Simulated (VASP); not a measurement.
# B (P6_3/mmc) in VASP: further runs, part 2 of 2

VASP 6.6.1.

## 6. Relaxation of cell and atoms, PBEsol

This run uses another cell than the first one, of 6.55 Å³/atom, 0.821 times its volume.

File INCAR:

```
SYSTEM = B
PREC = Accurate
ENCUT = 600
EDIFF = 1E-7
ISMEAR = -1
SIGMA = 0.1
LREAL = .False.
LASPH = .True.
NELM = 100
ALGO = Normal
ISIF = 3
LWAVE = .False.
LCHARG = .False.
GGA = PS
IBRION = 2
NSW = 80
EDIFFG = -0.01
```

File KPOINTS:

```
regular mesh
0
Gamma
  17 17 9
  0 0 0
```

File POSCAR:

```
B
1.0
    2.1005919712      0.0000000000      0.0000000000
   -1.0502959856      1.8191660100      0.0000000000
    0.0000000000      0.0000000000      3.4302666889
B
2
Direct
    0.3333333333      0.6666666667      0.2500000000
    0.6666666667      0.3333333333      0.7500000000
```

Potentials or basis: VASP PAW PBE potentials, release 64 (B).

Run with:

```sh
cat potpaw_PBE.64/B/POTCAR > POTCAR
mpirun -np 1 vasp_std > vasp.out
```

OUTCAR:

```text
SYSTEM = B
   PREC = Accurate
   ENCUT = 600
   EDIFF = 1E-7
   ISMEAR = -1
   LREAL = .False.
   LASPH = .True.
   NELM = 100
   ISIF = 3
   GGA = PS
   IBRION = 2
   NSW = 80
   EDIFFG = -0.01

 ion  position               nearest neighbor table
   1  0.333  0.667  0.250-   2 2.10   2 2.10   2 2.10   2 2.10   2 2.10   2 2.10
   2  0.667  0.333  0.750-   1 2.10   1 2.10   1 2.10   1 2.10   1 2.10   1 2.10

  LATTYP: Found a hexagonal cell.
 ALAT       =     2.1005919712
 C/A-ratio  =     1.6330000000

  Lattice vectors:

 A1 = (   2.1005919712,   0.0000000000,   0.0000000000)
 A2 = (  -1.0502959856,   1.8191660100,   0.0000000000)
 A3 = (   0.0000000000,   0.0000000000,   3.4302666889)

Analysis of symmetry for initial positions (statically):
=====================================================================
 Subroutine PRICEL returns:
 Original cell was already a primitive cell.

 Routine SETGRP: Setting up the symmetry group for a
 hexagonal supercell.

 Subroutine GETGRP returns: Found 24 space group operations
 (whereof 12 operations were pure point group operations)
 out of a pool of 24 trial point group operations.

The static configuration has the point symmetry D_3d.
 The point group associated with its full space group is D_6h.

Analysis of symmetry for dynamics (positions and initial velocities):
=====================================================================
[... 267 lines left out ...]

 val. band max:       10.2330306608   @ k =   0.2941   0.1176   0.4444
 cond. band min:      10.2951841521   @ k =   0.4118   0.0000   0.1111
 fundamental gap:      0.0621534913
 Fermi energy:        10.2841464153

 k-point     1 :       0.0000    0.0000    0.0000
  band No.  band energies     occupation
      1      -9.5276      2.00000
      2      -6.5276      2.00000
      3      -2.2543      2.00000
      4       6.5600      2.00000
      5      17.1601      0.00000
      6      34.3126      0.00000
      7      39.0792      0.00000
[... 221 lines left out ...]
 k-point    24 :       0.1765    0.1765    0.0000
  band No.  band energies     occupation
      1      -4.7238      2.00000
      2      -2.5505      2.00000
      3       4.6965      2.00000
      4      13.0795      0.00000
      5      19.8981      0.00000
      6      22.7594      0.00000
      7      23.1409      0.00000

 [... further k-points ...]

[... ionic steps 4 to 26 ...]

--------------------------------------- Ionic step       27  -------------------------------------------

 number of electron       6.0000000 magnetization

------------------------ aborting loop because EDIFF is reached ----------------------------------------
[... 67 lines left out ...]
--------------------------------------- Ionic step       29  -------------------------------------------

 number of electron       6.0000000 magnetization

 Free energy of the ion-electron system (eV)
  ---------------------------------------------------
  ext. energy  EPLUGINS =         0.00000000
  ---------------------------------------------------
  free energy    TOTEN  =       -12.45826820 eV

  energy without entropy =      -12.44135451  energy(sigma->0) =      -12.44981135

 E-fermi :   6.9074     XC(G=0): -11.3472

 val. band max:        6.8798861449   @ k =   0.3529   0.2353   0.0000
 cond. band min:       6.9435522686   @ k =   0.3529   0.0588   0.0000
 fundamental gap:      0.0636661237
 Fermi energy:         6.9073512227

 k-point     1 :       0.0000    0.0000    0.0000
  band No.  band energies     occupation
      1     -10.5561      2.00000
      2      -9.3807      2.00000
      3      -2.7045      2.00000
      4       1.9360      2.00000
      5      10.9661      0.00000
      6      22.1353      0.00000
      7      28.9110      0.00000
[... 259 lines left out ...]
  FREE ENERGIE OF THE ION-ELECTRON SYSTEM (eV)
  ---------------------------------------------------
  free  energy   TOTEN  =       -12.4582681995 eV

  energy  without entropy=      -12.4413545061  energy(sigma->0) =      -12.44981135

 reached required accuracy - stopping structural energy minimisation
```

Wall time 4.1 min (1 thread of AMD EPYC 7R43 (Zen 3), shared host); peak memory 0.1 GiB.

Results:

```yaml
Free_energy: -12.4583 eV
Relaxed_volume: 7.67 Å³/atom
Relaxed_cell: a = 1.712 Å, b = 1.712 Å, c = 6.045 Å, α = 90.00°, β = 90.00°, γ = 120.00°
Space_group_after_relaxing_to_0.05_Å: P6_3/mmc (No. 194)
Energy_gained_by_relaxing: 707.3 meV/atom
Ionic_steps: 29
Pressure_after_relaxing: 0.0 GPa
Band_gap_on_the_k_mesh: zero (band 3 reaches 9.49 eV, above the bottom of band 4 at -0.33 eV)
```

The path:
| step | energy change (eV) | largest force (eV/Å) | pressure (GPa) | volume (Å³) |
| --- | --- | --- | --- | --- |
| 1 | 0.0000 | 0.0000 | -22.14 | 13.11 |
| 2 | -0.1314 | 0.0000 | 8.08 | 11.46 |
| 3 | -0.1337 | 0.0000 | 3.88 | 11.63 |
| 4 | -0.1786 | 0.0000 | 4.77 | 11.64 |
| 5 | -0.3590 | 0.0000 | 12.48 | 11.60 |
| 6 | -0.5228 | 0.0000 | 44.40 | 11.24 |
| 7 | -0.4521 | 0.0000 | 67.51 | 10.94 |
| 8 | 0.4544 | 0.0000 | 169.05 | 10.14 |
| 9 | -0.4324 | 0.0000 | 77.66 | 10.83 |
| 10 | -0.1963 | 0.0000 | 116.52 | 10.51 |
| 11 | -0.3827 | 0.0000 | 90.75 | 10.71 |
| 12 | -0.3849 | 0.0000 | 91.08 | 10.71 |
| 13 | -0.3905 | 0.0000 | 92.09 | 10.73 |
| 14 | -0.3986 | 0.0000 | 94.27 | 10.75 |
| 15 | -0.4046 | 0.0000 | 98.71 | 10.80 |
| 16 | -0.4188 | 0.0000 | 97.73 | 10.83 |
| 17 | -0.4604 | 0.0000 | 94.81 | 10.91 |
| 18 | -0.5405 | 0.0000 | 89.19 | 11.06 |
| 19 | -0.6881 | 0.0000 | 78.77 | 11.37 |
| 20 | -0.9352 | 0.0000 | 60.52 | 12.01 |
| 21 | -1.2589 | 0.0000 | 31.03 | 13.34 |
| 22 | -1.3897 | 0.0000 | -4.82 | 16.20 |
| 23 | -1.4082 | 0.0000 | 2.60 | 15.43 |
| 24 | -1.4081 | 0.0000 | 3.66 | 15.33 |
| 25 | -1.4111 | 0.0000 | 2.80 | 15.32 |
| 26 | -1.4146 | 0.0000 | 0.34 | 15.29 |
| 27 | -1.4146 | 0.0000 | 0.45 | 15.30 |
| 28 | -1.4146 | 0.0000 | 0.34 | 15.31 |
| 29 | -1.4146 | 0.0000 | 0.02 | 15.34 |

Final structure:
```cif
data_structure
_symmetry_space_group_name_H-M 'P 1'
_symmetry_Int_Tables_number 1
_cell_length_a 1.7117
_cell_length_b 1.7117
_cell_length_c 6.0450
_cell_angle_alpha 90.000
_cell_angle_beta 90.000
_cell_angle_gamma 120.000
_cell_volume 15.34
loop_
_atom_site_label
_atom_site_type_symbol
_atom_site_fract_x
_atom_site_fract_y
_atom_site_fract_z
_atom_site_occupancy
B1 B 0.33333 0.66667 0.25000 1
B2 B 0.66667 0.33333 0.75000 1
```

Caveat: the volume moved by over 15 % at a fixed basis, so the end points are rough; the PAW data sets were made with another functional, which shifts forces and pressure a little.

## 7. Single point, PBEsol

This run uses another cell than the first one, of 9.07 Å³/atom, 1.136 times its volume.

File INCAR:

```
PREC     = Accurate       # precision mode
ENCUT    = 520            # plane-wave cutoff, eV
EDIFF    = 1E-7           # SCF threshold, eV
ISMEAR   = -1             # smearing method
SIGMA    = 0.1            # smearing width, eV
LREAL    = F              # projectors in reciprocal space
LASPH    = T              # aspherical terms in the spheres
NELM     = 80             # most SCF steps
ALGO     = Normal         # electronic algorithm
ISIF     = 2              # what is computed and relaxed
LWAVE    = F              # write WAVECAR
LCHARG   = F              # write CHGCAR
GGA      = PS             # functional
NBANDS   = 10             # bands
```

File KPOINTS:

```
regular mesh
0
Gamma
  34 34 7
```

File POSCAR:

```
B
1.0
    1.7098405110      0.0000000000      0.0000000000
   -0.8549202555      1.4807653189      0.0000000000
    0.0000000000      0.0000000000      7.1685426072
B
2
Direct
    0.3333333333      0.6666666667      0.2500000000
    0.6666666667      0.3333333333      0.7500000000
```

Run with:

```sh
cat potpaw_PBE.64/B/POTCAR > POTCAR
mpirun -np 1 vasp_std > vasp.out
```

It took 54 s on 1 thread of AMD EPYC 7R43 (Zen 3), shared host; peak memory 0.14 GiB.

It converged, with:

* Free energy: -12.6241 eV
* Pressure: -0.5 GPa
* Band gap on the k mesh: zero (band 3 reaches 8.61 eV, above the bottom of band 4 at -2.23 eV)

Stress tensor (GPa, compression positive):
```
-0.44  0.00  0.00
 0.00 -0.44  0.00
 0.00  0.00 -0.69
```

Levels at points of the mesh, in eV from the Fermi level:
| k point | band 1 | band 2 | band 3 | band 4 | band 5 | band 6 | band 7 | band 8 |
| --- | --- | --- | --- | --- | --- | --- | --- | --- |
| (0.00, 0.00, 0.00) | -17.15 | -16.78 | -8.71 | -6.61 | 2.28 | 9.24 | 14.25 | 24.61 |
| (0.50, 0.00, 0.00) | -8.79 | -8.75 | 1.19 | 1.43 | 5.32 | 5.90 | 11.93 | 13.60 |

Caveat: the PAW data sets were made with another functional, which shifts forces and pressure a little; this functional lacks dispersion, which binds the layers, so the pressure and a relaxed spacing across them are unreliable.

## 8. Overview

```csv
task,cell,k mesh,cutoff (eV),gap on the mesh (eV),pressure (GPa)
single point,"a = 1.639, b = 1.639, c = 6.869 Å, angles 90.0, 90.0, 120.0°, 2 atoms",23 × 23 × 5,520,none,29.2
single point,"a = 1.663, b = 1.663, c = 6.972 Å, angles 90.0, 90.0, 120.0°, 2 atoms",23 × 23 × 5,520,none,17.4
single point,"a = 1.710, b = 1.710, c = 7.169 Å, angles 90.0, 90.0, 120.0°, 2 atoms",17 × 17 × 9,520,none,0.2
single point,"a = 1.732, b = 1.732, c = 7.263 Å, angles 90.0, 90.0, 120.0°, 2 atoms",23 × 23 × 5,520,none,-7.8
relaxation of cell and atoms,"relaxed from a = 2.101, b = 2.101, c = 3.430 Å, angles 90.0, 90.0, 120.0°, 2 atoms",17 × 17 × 9,600,none,0.0
single point,"a = 1.710, b = 1.710, c = 7.169 Å, angles 90.0, 90.0, 120.0°, 2 atoms",34 × 34 × 7,520,none,-0.5
```

Alike in all rows: level PBEsol; potentials or basis VASP PAW PBE potentials, release 64 (B); no spin polarisation; smearing fermi-dirac 0.1 eV.

Caveats: the PAW data sets were made with another functional, which shifts forces and pressure a little; this functional lacks dispersion, which binds the layers, so the pressure and a relaxed spacing across them are unreliable (some runs); the volume moved by over 15 % at a fixed basis, so the end points are rough (some runs).

Absolute energies hang on the potentials; compare differences alone.
